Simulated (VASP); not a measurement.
# Re (C2/m) in VASP: electric field gradients with r2SCAN

Aim: the electric field gradients of Re with r2SCAN.

All numbers are computed with VASP 6.6.1; they aren't measurements. Logs are shortened: lines on timing, memory, paths and dates and some standing lists are left out, and cuts for length are marked.

### Step 1. The cell of the first run

Symmetry: C2/m, No. 12, monoclinic system. Conventional cell: a = 4.803 Å, b = 2.773 Å, c = 4.492 Å, α = 90.00°, β = 90.00°, γ = 90.00°. Within 3.4 Å of Re (site symmetry m) lie 12 Re at 2.59 to 2.90 Å.

### Step 2. Electric field gradients, r2SCAN (shortest bond scaled by 0.94)

POSCAR

```
Re
1.0
    2.7728322014      0.0000000000      0.0000000000
   -1.3864161007      2.4013431268      0.0000000000
    0.0000000000      0.0000000000      4.4919881662
Re
2
Direct
    0.3133333333      0.6566666667      0.2350000000
    0.6866666667      0.3433333333      0.7650000000
```

INCAR.step1

```
SYSTEM = Re
PREC     = Accurate       ! precision mode
ENCUT    = 520            ! plane-wave cutoff, eV
ISMEAR   = -1             ! smearing method
SIGMA    = 0.05           ! smearing width, eV
LREAL    = .False.        ! projectors in reciprocal space
LASPH    = .True.         ! aspherical terms in the spheres
NELM     = 100            ! most SCF steps
NBANDS   = 14             ! bands
GGA      = PE             ! functional
ALGO     = Normal         ! electronic algorithm
EDIFF    = 1E-4           ! SCF threshold, eV
LWAVE    = .True.         ! write WAVECAR
LCHARG   = .False.        ! write CHGCAR
```

INCAR.step2

```
SYSTEM = Re
PREC     = Accurate       ! precision mode
ENCUT    = 520            ! plane-wave cutoff, eV
EDIFF    = 1E-8           ! SCF threshold, eV
ISMEAR   = -1             ! smearing method
SIGMA    = 0.05           ! smearing width, eV
LREAL    = .False.        ! projectors in reciprocal space
LASPH    = .True.         ! aspherical terms in the spheres
NELM     = 100            ! most SCF steps
ALGO     = Normal         ! electronic algorithm
ISIF     = 2              ! what is computed and relaxed
LWAVE    = .False.        ! write WAVECAR
LCHARG   = .False.        ! write CHGCAR
METAGGA  = R2SCAN         ! meta-GGA
LMIXTAU  = .True.       
LEFG     = .True.       
NBANDS   = 14             ! bands
ISTART   = 1
```

KPOINTS

```
Automatic mesh
0
Gamma
  12 12 7
  0 0 0
```

Potentials or basis: VASP PAW PBE potentials, release 64 (Re).

Started as:

```
$ cat potpaw_PBE.64/Re/POTCAR > POTCAR
$ cp INCAR.step1 INCAR
$ mpirun -np 1 vasp_std > vasp.out
$ cp INCAR.step2 INCAR
$ mpirun -np 1 vasp_std > vasp.out
```

OUTCAR:

```text
SYSTEM = Re
   PREC = Accurate
   ENCUT = 520
   EDIFF = 1E-8
   ISMEAR = -1
   LREAL = .False.
   LASPH = .True.
   NELM = 100
   ISIF = 2
   METAGGA = R2SCAN
   ISTART = 1

 ion  position               nearest neighbor table
   1  0.313  0.657  0.235-   2 2.59   2 2.68   2 2.68   2 2.82   2 2.90   2 2.90
   2  0.687  0.343  0.765-   1 2.59   1 2.68   1 2.68   1 2.82   1 2.90   1 2.90

  LATTYP: Found a hexagonal cell.
 ALAT       =     2.7728322014
 C/A-ratio  =     1.6200000000

  Lattice vectors:

 A1 = (   2.7728322014,   0.0000000000,   0.0000000000)
 A2 = (  -1.3864161007,   2.4013431268,   0.0000000000)
 A3 = (   0.0000000000,   0.0000000000,   4.4919881662)

Analysis of symmetry for initial positions (statically):
=====================================================================
 Subroutine PRICEL returns:
 Original cell was already a primitive cell.

 Routine SETGRP: Setting up the symmetry group for a
 hexagonal supercell.

 Subroutine GETGRP returns: Found  4 space group operations
 (whereof  4 operations were pure point group operations)
 out of a pool of 24 trial point group operations.

The static configuration has the point symmetry C_2h.

Analysis of symmetry for dynamics (positions and initial velocities):
=====================================================================
 Subroutine PRICEL returns:
 Original cell was already a primitive cell.

 Routine SETGRP: Setting up the symmetry group for a
 hexagonal supercell.

 Subroutine GETGRP returns: Found  4 space group operations
 (whereof  4 operations were pure point group operations)
 out of a pool of 24 trial point group operations.

The dynamic configuration has the point symmetry C_2h.

 Subroutine INISYM returns: Found  4 space group operations
 (whereof  4 operations are pure point group operations),
 and found     1 'primitive' translations

----------------------------------------------------------------------------------------

                                     Primitive cell

  volume of cell :      29.9100

  direct lattice vectors                    reciprocal lattice vectors
     2.772832201  0.000000000  0.000000000     0.360642090  0.208216808  0.000000000
    -1.386416101  2.401343127  0.000000000     0.000000000  0.416433615  0.000000000
     0.000000000  0.000000000  4.491988166     0.000000000  0.000000000  0.222618574

[... 136 lines left out ...]
 Fermi energy:         7.4048314653

 k-point     1 :       0.0000    0.0000    0.0000
  band No.  band energies     occupation
      1      -2.7286      2.00000
      2       0.6356      2.00000
      3       5.7236      2.00000
      4       5.7863      2.00000
      5       5.9257      2.00000
      6       6.4595      2.00000
      7       6.6886      2.00000
      8       7.6550      0.01334
      9       8.1711      0.00000
     10       8.2349      0.00000
     11      10.6094      0.00000
     12      11.3972      0.00000
     13      17.4432      0.00000
     14      22.2493      0.00000
[... 377 lines left out ...]
      1       1.1798      2.00000
      2       1.8723      2.00000
      3       2.5415      2.00000
      4       4.7897      2.00000
      5       5.4813      2.00000
      6       6.3549      2.00000
      7       6.7693      1.99999
      8       9.6928      0.00000
      9      10.4886      0.00000
     10      11.6717      0.00000
     11      11.7046      0.00000
     12      17.0584      0.00000
     13      18.4740      0.00000
     14      19.2530      0.00000

 [... further k-points ...]

------------------------ aborting loop because EDIFF is reached ----------------------------------------

  FORCE on cell =-STRESS in cart. coord.  units (eV):
  Direction    XX          YY          ZZ          XY          YZ          ZX
  --------------------------------------------------------------------------------------
  -------------------------------------------------------------------------------------
  Total       -0.6167247     -0.7540056     -0.5125927      0.1188887      0.2797996      0.4846264
  in kB      -33.0358545    -40.3895238    -27.4578514      6.3684644     14.9879146     25.9597945
  external PRESSURE =     -33.6277433 kB  Pullay stress =       0.0000000 kB

 VOLUME and BASIS-vectors are now :
 -----------------------------------------------------------------------------
  energy-cutoff  :      520.00
  volume of cell :       29.91
      direct lattice vectors                 reciprocal lattice vectors
     2.772832201  0.000000000  0.000000000     0.360642090  0.208216808  0.000000000
    -1.386416101  2.401343127  0.000000000     0.000000000  0.416433615  0.000000000
     0.000000000  0.000000000  4.491988166     0.000000000  0.000000000  0.222618574

 POSITION                                       TOTAL-FORCE (eV/Angst)
 -----------------------------------------------------------------------------------
     -0.04159      1.57688      1.05562         0.457748      0.264281      0.656772
      1.42801      0.82446      3.43637        -0.457748     -0.264281     -0.656772
 -----------------------------------------------------------------------------------
    total drift:                                0.000000     -0.000000     -0.000000

  FREE ENERGIE OF THE ION-ELECTRON SYSTEM (eV)
  ---------------------------------------------------
  free  energy   TOTEN  =      -104.8508934776 eV

  energy  without entropy=     -104.8407391948  energy(sigma->0) =     -104.84581634

 Electric field gradients (V/A^2)
---------------------------------------------------------------------
 ion       V_xx      V_yy      V_zz      V_xy      V_xz      V_yz
---------------------------------------------------------------------
   1      13.925    47.641   -61.566   -29.199    -8.288    -4.785
   2      13.925    47.641   -61.566   -29.199    -8.288    -4.785
---------------------------------------------------------------------

 Electric field gradients after diagonalization (V/A^2)
 (convention: |V_zz| > |V_xx| > |V_yy|)
----------------------------------------------------------------------
 ion       V_xx      V_yy      V_zz     asymmetry (V_yy - V_xx)/ V_zz
----------------------------------------------------------------------
   1     -63.088    -1.410    64.498       0.956
   2     -63.088    -1.410    64.498       0.956
----------------------------------------------------------------------

           NMR quadrupolar parameters

 Cq : quadrupolar parameter    Cq=e*Q*V_zz/h
 eta: asymmetry parameters     (V_yy - V_xx)/ V_zz
 Q  : nuclear electric quadrupole moment in mb (millibarn)
----------------------------------------------------------------------
 ion       Cq(MHz)       eta       Q (mb)
----------------------------------------------------------------------
   1       0.156       0.956       1.000
   2       0.156       0.956       1.000
----------------------------------------------------------------------
```

OSZICAR.step1:

```text
N       E                     dE             d eps       ncg     rms          rms(c)
DAV:   1     0.203721420027E+02    0.20372E+02   -0.67985E+03 15512   0.124E+03
DAV:   2    -0.251094367706E+02   -0.45482E+02   -0.40138E+02 12670   0.281E+02
DAV:   3    -0.261862171483E+02   -0.10768E+01   -0.10476E+01 12102   0.443E+01
DAV:   4    -0.261967730232E+02   -0.10556E-01   -0.10542E-01 11976   0.306E+00
DAV:   5    -0.261969928257E+02   -0.21980E-03   -0.21978E-03 12024   0.772E-01    0.421E+01
DAV:   6    -0.251582985076E+02    0.10387E+01   -0.84509E-01 13442   0.249E+01    0.171E+01
DAV:   7    -0.248106980544E+02    0.34760E+00   -0.56347E-01 13522   0.202E+01    0.690E-01
DAV:   8    -0.247978674804E+02    0.12831E-01   -0.94155E-03 13762   0.111E+00    0.245E-01
DAV:   9    -0.247968579424E+02    0.10095E-02   -0.48569E-04 10558   0.329E-01    0.640E-02
DAV:  10    -0.247968909694E+02   -0.33027E-04   -0.21091E-04  6982   0.275E-01
   1 F= -.24796891E+02 E0= -.24791376E+02  d E =-.110307E-01
```

Run time: 3.3 min. Hardware: 1 thread of Intel Xeon 6975P-C (Granite Rapids), shared host; peak memory 0.24 GiB.

What came out:

- Free energy: -104.8509 eV
- Pressure: -3.4 GPa
- Largest force: 0.843 eV/Å
- Band gap on the k mesh: zero (bands 7 and 8 overlap by 2.92 eV)
- Largest electric field gradient by atom: Re +64.5 V/Å²

Forces in eV/Å, atoms in the order of the input:
```
Re   0.458  0.264  0.657
Re  -0.458 -0.264 -0.657
```

Stress tensor (GPa, compression positive):
```
-3.30  0.64  2.60
 0.64 -4.04  1.50
 2.60  1.50 -2.75
```

Levels at points of the mesh, in eV from the Fermi level:
| k point | band 4 | band 5 | band 6 | band 7 | band 8 | band 9 | band 10 | band 11 |
| --- | --- | --- | --- | --- | --- | --- | --- | --- |
| (0.00, 0.00, 0.00) | -1.62 | -1.48 | -0.95 | -0.72 | 0.25 | 0.77 | 0.83 | 3.20 |
| (0.50, 0.00, 0.00) | -1.96 | -1.79 | -1.79 | -0.58 | 4.00 | 4.44 | 4.81 | 6.47 |
| (0.00, 0.50, 0.00) | -1.91 | -1.62 | -1.07 | -0.47 | 4.17 | 4.40 | 4.70 | 6.11 |

Electric field gradients, principal values (V/Å²):
```
atom   least   middle  greatest (by size)
1 Re  -1.410  -63.088              64.498
2 Re  -1.410  -63.088              64.498
```

Caveat: the cell differs from its parent crystal (shortest bond scaled by 0.94); the cell stands under tension; without QUAD_EFG the Cq values of the log hold for a quadrupole moment of 1 mb, not for the nuclei; the PAW data sets were made with another functional, which shifts forces and pressure a little; spin-orbit coupling is left out, which moves the levels of the heavy elements.
